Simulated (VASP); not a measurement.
# MnO (Fm-3m) in VASP: notebook

The runs below take MnO through single point, with PBE.

Program: VASP 6.6.1. These are calculated values, not measurements. Logs are shortened: lines on timing, memory, paths and dates and some standing lists are left out, and cuts for length are marked.

### 1 The cell of the first run

The structure is cubic, space group Fm-3m (No. 225). Conventional cell: a = 4.396 Å, b = 4.396 Å, c = 4.396 Å, α = 90.00°, β = 90.00°, γ = 90.00°. Mn (site symmetry m-3m) has 6 O at 2.20 Å within 2.9 Å. O (site symmetry m-3m) has 6 Mn at 2.20 Å within 2.9 Å.

### 2 Single point, PBE, collinear spin, ferromagnetic start

INCAR

```
SYSTEM = MnO
PREC     = Accurate       ! precision mode
ENCUT    = 600            ! plane-wave cutoff, eV
EDIFF    = 1E-6           ! SCF threshold, eV
ISMEAR   = 0              ! smearing method
SIGMA    = 0.0965         ! smearing width, eV
LREAL    = .FALSE.        ! projectors in reciprocal space
LASPH    = .TRUE.         ! aspherical terms in the spheres
NELM     = 200            ! most SCF steps
ALGO     = Normal         ! electronic algorithm
ISIF     = 2              ! what is computed and relaxed
LWAVE    = .FALSE.        ! write WAVECAR
LCHARG   = .FALSE.        ! write CHGCAR
ISPIN    = 2              ! spin polarisation
MAGMOM   = 5 0            ! initial moments
LORBIT   = 11             ! projections on sites
LMAXMIX  = 4              ! l up to which the mixer works
GGA      = PE             ! functional
NBANDS   = 20             ! bands
GGA_COMPAT= .FALSE.
```

KPOINTS

```
Automatic mesh
0
G
  9 9 9
  0 0 0
```

POSCAR

```
MnO
1.0
    0.0000000000      2.1981878000      2.1981878000
    2.1981878000      0.0000000000      2.1981878000
    2.1981878000      2.1981878000      0.0000000000
Mn O
1 1
Direct
    0.0000000000      0.0000000000      0.0000000000
    0.5000000000      0.5000000000      0.5000000000
```

Potentials or basis: VASP PAW PBE potentials, release 64 (Mn_pv, O).

The run is started by

```
$ cat potpaw_PBE.64/Mn_pv/POTCAR potpaw_PBE.64/O/POTCAR > POTCAR
$ mpirun -np 1 vasp_std > vasp.out
```

OUTCAR:

```text
SYSTEM = MnO
   PREC = Accurate
   ENCUT = 600
   EDIFF = 1E-6
   ISMEAR = 0
   LREAL = .FALSE.
   LASPH = .TRUE.
   NELM = 200
   ISIF = 2
   ISPIN = 2
   LORBIT = 11
   GGA = PE

 ion  position               nearest neighbor table
   1  0.000  0.000  0.000-   2 2.20   2 2.20   2 2.20   2 2.20   2 2.20   2 2.20
   2  0.500  0.500  0.500-   1 2.20   1 2.20   1 2.20   1 2.20   1 2.20   1 2.20

  LATTYP: Found a face centered cubic cell.
 ALAT       =     4.3963756000

  Lattice vectors:

 A1 = (   0.0000000000,   2.1981878000,   2.1981878000)
 A2 = (   2.1981878000,   0.0000000000,   2.1981878000)
 A3 = (   2.1981878000,   2.1981878000,   0.0000000000)

Analysis of symmetry for initial positions (statically):
=====================================================================
 Subroutine PRICEL returns:
 Original cell was already a primitive cell.

 Routine SETGRP: Setting up the symmetry group for a
 face centered cubic supercell.

 Subroutine GETGRP returns: Found 48 space group operations
 (whereof 48 operations were pure point group operations)
 out of a pool of 48 trial point group operations.

The static configuration has the point symmetry O_h .

Analysis of symmetry for dynamics (positions and initial velocities):
=====================================================================
 Subroutine PRICEL returns:
 Original cell was already a primitive cell.

 Routine SETGRP: Setting up the symmetry group for a
 face centered cubic supercell.

 Subroutine GETGRP returns: Found 48 space group operations
 (whereof 48 operations were pure point group operations)
 out of a pool of 48 trial point group operations.

The dynamic configuration has the point symmetry O_h .

Analysis of structural, dynamic, and magnetic symmetry:
=====================================================================
 Subroutine PRICEL returns:
 Original cell was already a primitive cell.

 Routine SETGRP: Setting up the symmetry group for a
 face centered cubic supercell.

 Subroutine GETGRP returns: Found 48 space group operations
 (whereof 48 operations were pure point group operations)
 out of a pool of 48 trial point group operations.

The overall configuration has the point symmetry O_h .

 Subroutine INISYM returns: Found 48 space group operations
 (whereof 48 operations are pure point group operations),
 and found     1 'primitive' translations

----------------------------------------------------------------------------------------

                                     Primitive cell

  volume of cell :      21.2434

  direct lattice vectors                    reciprocal lattice vectors
     0.000000000  2.198187800  2.198187800    -0.227460092  0.227460092  0.227460092
     2.198187800  0.000000000  2.198187800     0.227460092 -0.227460092  0.227460092
     2.198187800  2.198187800  0.000000000     0.227460092  0.227460092 -0.227460092

  length of vectors
     3.108706999  3.108706999  3.108706999     0.393972437  0.393972437  0.393972437

  position of ions in fractional coordinates (direct lattice)
     0.000000000  0.000000000  0.000000000
     0.500000000  0.500000000  0.500000000

  ion indices of the primitive-cell ions
   primitive index   ion index
                 1           1
                 2           2

----------------------------------------------------------------------------------------

 KPOINTS: Automatic mesh

Automatic generation of k-mesh.
 Grid dimensions read from file:
 generate k-points for:    9    9    9

 Generating k-lattice:

  Cartesian coordinates                     Fractional coordinates (reciprocal lattice)
    -0.025273344  0.025273344  0.025273344     0.111111111  0.000000000  0.000000000
     0.025273344 -0.025273344  0.025273344     0.000000000  0.111111111  0.000000000
     0.025273344  0.025273344 -0.025273344     0.000000000  0.000000000  0.111111111

  Length of vectors
     0.043774715  0.043774715  0.043774715

  Shift w.r.t. Gamma in fractional coordinates (k-lattice)
     0.000000000  0.000000000  0.000000000

 Subroutine IBZKPT returns following result:
 ===========================================

 Found     35 irreducible k-points:

 Following reciprocal coordinates:
            Coordinates               Weight
  0.000000  0.000000  0.000000      1.000000
  0.111111  0.000000  0.000000      8.000000
  0.222222  0.000000  0.000000      8.000000
  0.333333  0.000000  0.000000      8.000000
  0.444444  0.000000  0.000000      8.000000
  0.111111  0.111111  0.000000      6.000000
[... 16 lines left out ...]
 -0.333333  0.333333  0.000000     12.000000
  0.444444  0.444444  0.000000      6.000000
 [... further k-points ...]
   k-points           NKPTS =     35   k-points in BZ     NKDIM =     35   number of bands    NBANDS=     20
   number of dos      NEDOS =    301   number of ions     NIONS =      2
   total plane-waves  NPLWV =  21952
   dimension x,y,z NGX =    28 NGY =   28 NGZ =   28
   dimension x,y,z NGXF=    56 NGYF=   56 NGZF=   56
   ions per type =               1   1
   NGX,Y,Z   is equivalent  to a cutoff of  14.97, 14.97, 14.97 a.u.
   NGXF,Y,Z  is equivalent  to a cutoff of  29.95, 29.95, 29.95 a.u.
 SYSTEM =  MnO
   PREC   = accura    normal or accurate (medium, high low for compatibility)
   ISTART =      0    job   : 0-new  1-cont  2-samecut
   ICHARG =      2    charge: 1-file 2-atom 10-const
   ISPIN  =      2    spin polarized calculation?
   LNONCOLLINEAR =      F non collinear calculations
   LSORBIT =      F    spin-orbit coupling
   LASPH  =      T    aspherical Exc in radial PAW
   ENCUT  =  600.0 eV  44.10 Ry    6.64 a.u.   6.21  6.21  6.21*2*pi/ulx,y,z
   NELM   =    200;   NELMIN=  2; NELMDL= -5     # of ELM steps
   EDIFF  = 0.1E-05   stopping-criterion for ELM
   LREAL  =      F    real-space projection
   EDIFFG = 0.1E-04   stopping-criterion for IOM
   NSW    =      0    number of steps for IOM
   IBRION =     -1    ionic relax: 0-MD 1-quasi-New 2-CG
   NFREE  =      0    steps in history (QN), initial steepest desc. (CG)
   ISIF   =      2    stress and relaxation
   ISYM   =      2    0-nonsym 1-usesym 2-fastsym
   POTIM  = 0.5000    time-step for ionic-motion
   TEBEG  =    0.0;   TEEND  =   0.0 temperature during run
   PSTRESS=    0.0 pullay stress
   NELECT =      19.0000    total number of electrons
   NUPDOWN=      -1.0000    fix difference up-down
   EMIN   =  10.00;   EMAX   =-10.00  energy-range for DOS
   EFERMI =   0.00;   METHOD = LEGACY
   ISMEAR =     0;   SIGMA  =   0.10  broadening in eV -4-tet -1-fermi 0-gaus
   EFERMI_NEDOS =   21; number of points for ismear=-14 and -15
   IALGO  =     38    algorithm
   IMIX   =      4    mixing-type and parameters
     AMIX     =   0.40;   BMIX     =  1.00
     AMIX_MAG =   1.60;   BMIX_MAG =  1.00
  volume/ion in A,a.u.               =      10.62        71.68
  Fermi-wavevector in a.u.,A,eV,Ry     =   1.577313  2.980690 33.850160  2.487917
  Thomas-Fermi vector in A             =   2.678014
   LORBIT       =     11    0 simple, 1 ext, 2 COOP (PROOUT), +10 PAW based schemes
   GGA     = PE    functional components
   LHFCALC =     F    Hartree Fock is set to
   AEXX    =    0.0000 exact exchange contribution
   IVDW    =     0    specifies the selected vdW correction
   LEPSILON=     F    determine dielectric tensor
   LRPA    =     F    only Hartree local field effects (RPA)
 spin polarized calculation
 Gauss-broadening in eV      SIGMA  =   0.10
  energy-cutoff  :      600.00
  volume of cell :       21.24
 maximum number of plane-waves:       725
 NGX is ok and might be reduce to    28
   NGX = 13   NGY = 13   NGZ = 13

 number of electron      19.0000006 magnetization       4.6911960

 Free energy of the ion-electron system (eV)
  ---------------------------------------------------
  ext. energy  EPLUGINS =         0.00000000
  ---------------------------------------------------
  free energy    TOTEN  =       -16.39991094 eV

  energy without entropy =      -16.39630776  energy(sigma->0) =      -16.39810935

 E-fermi :   7.9390     XC(G=0): -12.0566

 val. band max:        7.9235990185   @ k =   0.4444   0.3333   0.1111
 cond. band min:       8.1020780348   @ k =  -0.4444   0.3333   0.0000
 fundamental gap:      0.1784790164
 Fermi energy:         7.9389960905

 spin component 1

 k-point     1 :       0.0000    0.0000    0.0000
  band No.  band energies     occupation
      1     -42.3884      1.00000
      2     -42.3884      1.00000
      3     -42.3884      1.00000
      4     -12.6106      1.00000
      5       4.0450      1.00000
      6       4.0450      1.00000
[... 12 lines left out ...]
     19      28.2868      0.00000
     20      28.2868      0.00000

 k-point     2 :       0.1111    0.0000    0.0000
  band No.  band energies     occupation
      1     -42.3971      1.00000
      2     -42.3895      1.00000
      3     -42.3895      1.00000
      4     -12.4993      1.00000
      5       3.0320      1.00000
      6       3.4230      1.00000
[... 498 lines left out ...]
 k-point    24 :       0.4444    0.4444    0.0000
  band No.  band energies     occupation
      1     -42.4527      1.00000
      2     -42.4146      1.00000
      3     -42.4146      1.00000
      4     -11.6349      1.00000
      5       0.6816      1.00000
      6       2.9746      1.00000
[... 12 lines left out ...]
     19      34.1201      0.00000
     20      36.4660      0.00000

 [... further k-points ...]

 spin component 2

 k-point     1 :       0.0000    0.0000    0.0000
  band No.  band energies     occupation
      1     -37.7905      1.00000
      2     -37.7905      1.00000
      3     -37.7905      1.00000
      4     -12.1708      1.00000
      5       4.4286      1.00000
      6       4.4286      1.00000
[... 12 lines left out ...]
     19      30.6129      0.00000
     20      30.6129      0.00000

 k-point     2 :       0.1111    0.0000    0.0000
  band No.  band energies     occupation
      1     -37.8015      1.00000
      2     -37.7918      1.00000
      3     -37.7918      1.00000
      4     -12.0623      1.00000
      5       3.6936      1.00000
      6       4.1816      1.00000
[... 498 lines left out ...]
 k-point    24 :       0.4444    0.4444    0.0000
  band No.  band energies     occupation
      1     -37.8707      1.00000
      2     -37.8228      1.00000
      3     -37.8228      1.00000
      4     -11.2104      1.00000
      5       1.2716      1.00000
      6       3.4393      1.00000
[... 12 lines left out ...]
     19      35.1134      0.00000
     20      36.7398      0.00000

 [... further k-points ...]
[... 5 lines left out ...]
  --------------------------------------------------------------------------------------
  -------------------------------------------------------------------------------------
  Total        0.5127987      0.5127987      0.5127987     -0.0000000      0.0000000     -0.0000000
  in kB       38.6752465     38.6752465     38.6752465     -0.0000000      0.0000000     -0.0000000
  external PRESSURE =      38.6752465 kB  Pullay stress =       0.0000000 kB

 VOLUME and BASIS-vectors are now :
 -----------------------------------------------------------------------------
  energy-cutoff  :      600.00
  volume of cell :       21.24
      direct lattice vectors                 reciprocal lattice vectors
     0.000000000  2.198187800  2.198187800    -0.227460092  0.227460092  0.227460092
     2.198187800  0.000000000  2.198187800     0.227460092 -0.227460092  0.227460092
     2.198187800  2.198187800  0.000000000     0.227460092  0.227460092 -0.227460092

 POSITION                                       TOTAL-FORCE (eV/Angst)
 -----------------------------------------------------------------------------------
      0.00000      0.00000      0.00000         0.000000      0.000000      0.000000
      2.19819      2.19819      2.19819        -0.000000     -0.000000     -0.000000
 -----------------------------------------------------------------------------------
    total drift:                                0.000000      0.000000      0.000000

  FREE ENERGIE OF THE ION-ELECTRON SYSTEM (eV)
  ---------------------------------------------------
  free  energy   TOTEN  =       -16.3999109445 eV

  energy  without entropy=      -16.3963077608  energy(sigma->0) =      -16.39810935

 total charge

# of ion       s       p       d       tot
------------------------------------------
    1        0.208   6.187   4.996  11.391
    2        1.558   3.429   0.000   4.987
--------------------------------------------------
tot          1.766   9.616   4.996  16.378

 magnetization (x)

# of ion       s       p       d       tot
------------------------------------------
    1        0.034   0.026   4.210   4.269
    2        0.031   0.167   0.000   0.198
--------------------------------------------------
tot          0.065   0.193   4.210   4.468
```

Run time: 72 s. Hardware: 1 thread of AMD EPYC 7R13, shared host; peak memory 0.16 GiB.

Results:

```
Free energy                                           : -16.3999 eV
Pressure                                              : 3.9 GPa
Net moment                                            : 4.69 μB per cell
Site moments                                          : Mn +4.27; O +0.20 μB
Valence electrons inside the program's atomic spheres : Mn 11.39; O 4.99
```

Caveat: a cell with one magnetic atom can't hold antiferromagnetic order, which such compounds often take; semilocal functionals often make such compounds metallic where correlation or magnetic order opens a gap, which also shifts bond lengths. With open d or f shells a metallic result of PBE can be an artefact of self-interaction; +U or a hybrid may open a gap.

[end of part 1 of 2]
